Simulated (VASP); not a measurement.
# Tc (Fm-3m) in VASP: notebook

Tc is run at these levels: PBE, PBE+U; tasks: single point.

Everything below comes from runs of VASP 6.6.1. Logs are shortened: lines on timing, memory, paths and dates and some standing lists are left out, and cuts for length are marked.

### 1 The cell of the first run

The structure is cubic, space group Fm-3m (No. 225). Conventional cell: a = 3.867 Å, b = 3.867 Å, c = 3.867 Å, α = 90.00°, β = 90.00°, γ = 90.00°. Within 3.6 Å of Tc (site symmetry m-3m) lie 12 Tc at 2.73 Å.

### 2 Single point, PBE (volume scaled by 0.975)

INCAR reads:

```
ALGO     = Normal         # electronic algorithm
EDIFF    = 1E-6           # SCF threshold, eV
ENCUT    = 520            # plane-wave cutoff, eV
GGA      = PE             # functional
ISIF     = 2              # what is computed and relaxed
ISMEAR   = -1             # smearing method
LASPH    = True           # aspherical terms in the spheres
LCHARG   = False          # write CHGCAR
LREAL    = False          # projectors in reciprocal space
LWAVE    = False          # write WAVECAR
NBANDS   = 12             # bands
NELM     = 60             # most SCF steps
PREC     = Accurate       # precision mode
SIGMA    = 0.03           # smearing width, eV
```

KPOINTS reads:

```
k-points
0
Gamma
  18 18 18
```

POSCAR reads:

```
Tc
1.0
    0.0000000000      1.9336126706      1.9336126706
    1.9336126706      0.0000000000      1.9336126706
    1.9336126706      1.9336126706      0.0000000000
Tc
1
Direct
    0.0000000000      0.0000000000      0.0000000000
```

Potentials or basis: VASP PAW PBE potentials, release 64 (Tc_pv).

Launch:

```console
> cat potpaw_PBE.64/Tc_pv/POTCAR > POTCAR
> mpirun -np 1 vasp_std > vasp.out
```

OUTCAR:

```text
EDIFF = 1E-6
   ENCUT = 520
   GGA = PE
   ISIF = 2
   ISMEAR = -1
   LASPH = True
   LREAL = False
   NELM = 60
   PREC = Accurate

 ion  position               nearest neighbor table
   1  0.000  0.000  0.000-

  LATTYP: Found a face centered cubic cell.
 ALAT       =     3.8672253412

  Lattice vectors:

 A1 = (   0.0000000000,   1.9336126706,   1.9336126706)
 A2 = (   1.9336126706,   0.0000000000,   1.9336126706)
 A3 = (   1.9336126706,   1.9336126706,   0.0000000000)

Analysis of symmetry for initial positions (statically):
=====================================================================
 Subroutine PRICEL returns:
 Original cell was already a primitive cell.

 Routine SETGRP: Setting up the symmetry group for a
 face centered cubic supercell.

 Subroutine GETGRP returns: Found 48 space group operations
 (whereof 48 operations were pure point group operations)
 out of a pool of 48 trial point group operations.

The static configuration has the point symmetry O_h .

Analysis of symmetry for dynamics (positions and initial velocities):
=====================================================================
 Subroutine PRICEL returns:
 Original cell was already a primitive cell.

 Routine SETGRP: Setting up the symmetry group for a
 face centered cubic supercell.

 Subroutine GETGRP returns: Found 48 space group operations
 (whereof 48 operations were pure point group operations)
 out of a pool of 48 trial point group operations.

The dynamic configuration has the point symmetry O_h .

 Subroutine INISYM returns: Found 48 space group operations
 (whereof 48 operations are pure point group operations),
 and found     1 'primitive' translations

----------------------------------------------------------------------------------------

                                     Primitive cell

  volume of cell :      14.4590

  direct lattice vectors                    reciprocal lattice vectors
     0.000000000  1.933612671  1.933612671    -0.258583328  0.258583328  0.258583328
     1.933612671  0.000000000  1.933612671     0.258583328 -0.258583328  0.258583328
     1.933612671  1.933612671  0.000000000     0.258583328  0.258583328 -0.258583328

  length of vectors
     2.734541263  2.734541263  2.734541263     0.447879463  0.447879463  0.447879463

  position of ions in fractional coordinates (direct lattice)
     0.000000000  0.000000000  0.000000000

  ion indices of the primitive-cell ions
   primitive index   ion index
                 1           1

----------------------------------------------------------------------------------------

 KPOINTS: k-points

Automatic generation of k-mesh.
 Grid dimensions read from file:
 generate k-points for:   18   18   18

 Generating k-lattice:

  Cartesian coordinates                     Fractional coordinates (reciprocal lattice)
    -0.014365740  0.014365740  0.014365740     0.055555556  0.000000000  0.000000000
     0.014365740 -0.014365740  0.014365740     0.000000000  0.055555556  0.000000000
     0.014365740  0.014365740 -0.014365740     0.000000000  0.000000000  0.055555556

  Length of vectors
     0.024882192  0.024882192  0.024882192

  Shift w.r.t. Gamma in fractional coordinates (k-lattice)
     0.000000000  0.000000000  0.000000000

 Subroutine IBZKPT returns following result:
 ===========================================

 Found    195 irreducible k-points:

 Following reciprocal coordinates:
            Coordinates               Weight
  0.000000  0.000000  0.000000      1.000000
  0.055556  0.000000  0.000000      8.000000
  0.111111  0.000000  0.000000      8.000000
  0.166667  0.000000  0.000000      8.000000
  0.222222  0.000000  0.000000      8.000000
  0.277778  0.000000  0.000000      8.000000
[... 16 lines left out ...]
 -0.277778  0.055556  0.000000     24.000000
 -0.222222  0.055556  0.000000     24.000000
 [... further k-points ...]
   k-points           NKPTS =    195   k-points in BZ     NKDIM =    195   number of bands    NBANDS=     12
   number of dos      NEDOS =    301   number of ions     NIONS =      1
   total plane-waves  NPLWV =   8000
   dimension x,y,z NGX =    20 NGY =   20 NGZ =   20
   dimension x,y,z NGXF=    40 NGYF=   40 NGZF=   40
   ions per type =               1
   NGX,Y,Z   is equivalent  to a cutoff of  12.16, 12.16, 12.16 a.u.
   NGXF,Y,Z  is equivalent  to a cutoff of  24.32, 24.32, 24.32 a.u.
 SYSTEM =  unknown system
   PREC   = accura    normal or accurate (medium, high low for compatibility)
   ISTART =      0    job   : 0-new  1-cont  2-samecut
   ICHARG =      2    charge: 1-file 2-atom 10-const
   ISPIN  =      1    spin polarized calculation?
   LNONCOLLINEAR =      F non collinear calculations
   LSORBIT =      F    spin-orbit coupling
   LASPH  =      T    aspherical Exc in radial PAW
   ENCUT  =  520.0 eV  38.22 Ry    6.18 a.u.   5.08  5.08  5.08*2*pi/ulx,y,z
   NELM   =     60;   NELMIN=  2; NELMDL= -5     # of ELM steps
   EDIFF  = 0.1E-05   stopping-criterion for ELM
   LREAL  =      F    real-space projection
   EDIFFG = 0.1E-04   stopping-criterion for IOM
   NSW    =      0    number of steps for IOM
   IBRION =     -1    ionic relax: 0-MD 1-quasi-New 2-CG
   NFREE  =      0    steps in history (QN), initial steepest desc. (CG)
   ISIF   =      2    stress and relaxation
   ISYM   =      2    0-nonsym 1-usesym 2-fastsym
   POTIM  = 0.5000    time-step for ionic-motion
   TEBEG  =    0.0;   TEEND  =   0.0 temperature during run
   PSTRESS=    0.0 pullay stress
   NELECT =      13.0000    total number of electrons
   NUPDOWN=      -1.0000    fix difference up-down
   EMIN   =  10.00;   EMAX   =-10.00  energy-range for DOS
   EFERMI =   0.00;   METHOD = LEGACY
   ISMEAR =    -1;   SIGMA  =   0.03  broadening in eV -4-tet -1-fermi 0-gaus
   EFERMI_NEDOS =   21; number of points for ismear=-14 and -15
   IALGO  =     38    algorithm
   IMIX   =      4    mixing-type and parameters
     AMIX     =   0.40;   BMIX     =  1.00
     AMIX_MAG =   1.60;   BMIX_MAG =  1.00
  volume/ion in A,a.u.               =      14.46        97.57
  Fermi-wavevector in a.u.,A,eV,Ry     =   1.580071  2.985900 33.968615  2.496623
  Thomas-Fermi vector in A             =   2.680354
   LORBIT       =      0    0 simple, 1 ext, 2 COOP (PROOUT), +10 PAW based schemes
   GGA     = PE    functional components
   LHFCALC =     F    Hartree Fock is set to
   AEXX    =    0.0000 exact exchange contribution
   IVDW    =     0    specifies the selected vdW correction
   LEPSILON=     F    determine dielectric tensor
   LRPA    =     F    only Hartree local field effects (RPA)
 non-spin polarized calculation
  energy-cutoff  :      520.00
  volume of cell :       14.46
 maximum number of plane-waves:       397
   NGX = 11   NGY = 11   NGZ = 11

 number of electron      12.9999998 magnetization

 Free energy of the ion-electron system (eV)
  ---------------------------------------------------
  ext. energy  EPLUGINS =         0.00000000
  ---------------------------------------------------
  free energy    TOTEN  =       -10.28230520 eV

  energy without entropy =      -10.27914130  energy(sigma->0) =      -10.28072325

 E-fermi :  12.6488     XC(G=0): -13.7404

 val. band max:       12.6331628718   @ k =   0.1667   0.1111   0.0000
 cond. band min:      12.6710516875   @ k =   0.3889   0.2222   0.0000
 fundamental gap:      0.0378888157
 Fermi energy:        12.6488195372

 k-point     1 :       0.0000    0.0000    0.0000
  band No.  band energies     occupation
      1     -25.7076      2.00000
      2     -25.7076      2.00000
      3     -25.7076      2.00000
      4       5.2010      2.00000
      5      10.8797      2.00000
      6      10.8797      2.00000
      7      10.8797      2.00000
      8      13.4760      0.00000
      9      13.4760      0.00000
     10      26.6888      0.00000
     11      32.2517      0.00000
     12      32.2517      0.00000

 k-point     2 :       0.0556    0.0000    0.0000
  band No.  band energies     occupation
      1     -25.7471      2.00000
      2     -25.7126      2.00000
      3     -25.7126      2.00000
      4       5.3327      2.00000
      5      10.8007      2.00000
      6      10.9376      2.00000
      7      10.9376      2.00000
      8      13.4339      0.00000
      9      13.4339      0.00000
     10      26.9274      0.00000
     11      31.6404      0.00000
     12      32.4771      0.00000

 k-point     3 :       0.1111    0.0000    0.0000
  band No.  band energies     occupation
      1     -25.8601      2.00000
      2     -25.7270      2.00000
      3     -25.7270      2.00000
      4       5.7083      2.00000
      5      10.6015      2.00000
      6      11.0887      2.00000
      7      11.0887      2.00000
      8      13.3405      0.00000
      9      13.3405      0.00000
     10      27.5799      0.00000
     11      30.3961      0.00000
     12      33.1337      0.00000
[... 286 lines left out ...]
 k-point    23 :      -0.2778    0.0556    0.0000
  band No.  band energies     occupation
      1     -26.5171      2.00000
      2     -25.8558      2.00000
      3     -25.8010      2.00000
      4       7.4037      2.00000
      5      10.7587      2.00000
      6      11.1340      2.00000
      7      11.2372      2.00000
      8      13.6355      0.00000
      9      14.5666      0.00000
     10      26.3662      0.00000
     11      29.3330      0.00000
     12      35.1617      0.00000

 k-point    24 :      -0.2222    0.0556    0.0000
  band No.  band energies     occupation
      1     -26.3118      2.00000
      2     -25.8265      2.00000
      3     -25.7720      2.00000
      4       7.1159      2.00000
      5      10.2762      2.00000
      6      11.2938      2.00000
      7      11.3833      2.00000
      8      13.1593      0.00000
      9      14.0264      0.00000
     10      27.4258      0.00000
     11      29.7022      0.00000
     12      34.8685      0.00000

 [... further k-points ...]
[... 5 lines left out ...]
  --------------------------------------------------------------------------------------
  -------------------------------------------------------------------------------------
  Total        0.0398453      0.0398453      0.0398453      0.0000000      0.0000000     -0.0000000
  in kB        4.4151939      4.4151939      4.4151939      0.0000000      0.0000000     -0.0000000
  external PRESSURE =       4.4151939 kB  Pullay stress =       0.0000000 kB

 VOLUME and BASIS-vectors are now :
 -----------------------------------------------------------------------------
  energy-cutoff  :      520.00
  volume of cell :       14.46
      direct lattice vectors                 reciprocal lattice vectors
     0.000000000  1.933612671  1.933612671    -0.258583328  0.258583328  0.258583328
     1.933612671  0.000000000  1.933612671     0.258583328 -0.258583328  0.258583328
     1.933612671  1.933612671  0.000000000     0.258583328  0.258583328 -0.258583328

 POSITION                                       TOTAL-FORCE (eV/Angst)
 -----------------------------------------------------------------------------------
      0.00000      0.00000      0.00000         0.000000      0.000000      0.000000
 -----------------------------------------------------------------------------------
    total drift:                                0.000000     -0.000000      0.000000

  FREE ENERGIE OF THE ION-ELECTRON SYSTEM (eV)
  ---------------------------------------------------
  free  energy   TOTEN  =       -10.2823051985 eV

  energy  without entropy=      -10.2791412977  energy(sigma->0) =      -10.28072325
```

Wall time 18 s (1 thread of Intel Xeon Platinum 8259CL at 2.50GHz (Skylake/Cascade Lake), shared host); peak memory 0.15 GiB.

What came out:

```
Free energy : -10.2823 eV
Pressure    : 0.4 GPa
```

Caveat: the cell differs from its parent crystal (volume scaled by 0.975).

### 3 Single point, PBE

This run uses another cell than the first one, of 14.83 Å³/atom, 1.026 times its volume.

INCAR reads:

```
SYSTEM = Tc
ALGO = Normal
EDIFF = 1E-6
ENCUT = 520
GGA = PE
ISIF = 2
ISMEAR = -1
LASPH = .True.
LCHARG = .False.
LREAL = .False.
LWAVE = .False.
NBANDS = 12
NELM = 60
PREC = Accurate
SIGMA = 0.03
```

KPOINTS reads:

```
k-points
0
Gamma
  18 18 18
  0 0 0
```

POSCAR reads:

```
Tc
1.0
    0.0000000000      1.9500000000      1.9500000000
    1.9500000000      0.0000000000      1.9500000000
    1.9500000000      1.9500000000      0.0000000000
Tc
1
Direct
    0.0000000000      0.0000000000      0.0000000000
```

Potentials or basis: VASP PAW PBE potentials, release 64 (Tc_pv).

Launch:

```console
> cat potpaw_PBE.64/Tc_pv/POTCAR > POTCAR
> mpirun -np 1 vasp_std > vasp.out
```

Run time: 19 s. Hardware: 1 thread of Intel Xeon Platinum 8259CL at 2.50GHz (Skylake/Cascade Lake), shared host; peak memory 0.16 GiB.

The run converged. Its results:

| Item | Value |
| --- | --- |
| Free energy | -10.2751 eV |
| Pressure | -6.8 GPa |

Levels at points of the mesh, in eV from the Fermi level:
| k point | band 4 | band 5 | band 6 | band 7 | band 8 | band 9 | band 10 | band 11 |
| --- | --- | --- | --- | --- | --- | --- | --- | --- |
| (0.00, 0.00, 0.00) | -7.33 | -1.70 | -1.70 | -1.70 | 0.80 | 0.80 | 14.05 | 19.48 |
| (0.50, 0.00, 0.00) | -5.33 | -1.86 | -1.86 | 1.21 | 2.73 | 2.73 | 10.37 | 13.67 |
| (0.50, 0.50, 0.00) | -5.67 | -5.09 | 2.68 | 3.28 | 3.28 | 3.75 | 12.86 | 12.86 |

### 4 Single point, PBE (volume scaled by 1.025)

INCAR reads:

```
  PREC = Accurate
  ENCUT = 520
  EDIFF = 1E-7
  ISMEAR = -1
  SIGMA = 0.03
  LREAL = F
  LASPH = T
  NELM = 80
  ALGO = Normal
  ISIF = 2
  LWAVE = F
  LCHARG = F
  GGA = PE
  NBANDS = 12
```

KPOINTS reads:

```
regular mesh
0
Gamma
  18 18 18
```

POSCAR reads:

```
Tc
1.0
    0.0000000000      1.9661164333      1.9661164333
    1.9661164333      0.0000000000      1.9661164333
    1.9661164333      1.9661164333      0.0000000000
Tc
1
Direct
    0.0000000000      0.0000000000      0.0000000000
```

Launch:

```console
> cat potpaw_PBE.64/Tc_pv/POTCAR > POTCAR
> mpirun -np 1 vasp_std > vasp.out
```

Run time: 22 s. Hardware: 1 thread of Intel Xeon Platinum 8259CL at 2.50GHz (Skylake/Cascade Lake), shared host; peak memory 0.16 GiB.

Results (log left out):

| Quantity | Value |
| --- | --- |
| Free energy | -10.2524 eV |
| Pressure | -13.1 GPa |

Levels at points of the mesh, in eV from the Fermi level:
```csv
k point,band 4,band 5,band 6,band 7,band 8,band 9,band 10,band 11
"(0.00, 0.00, 0.00)",-7.22,-1.64,-1.64,-1.64,0.76,0.76,14.04,19.35
"(0.50, 0.00, 0.00)",-5.18,-1.79,-1.79,1.16,2.63,2.63,10.04,13.66
"(0.50, 0.50, 0.00)",-5.48,-4.91,2.57,3.15,3.15,3.64,12.67,12.67
```

Caveat: the cell differs from its parent crystal (volume scaled by 1.025).

(Continued in part 2 of 2.)
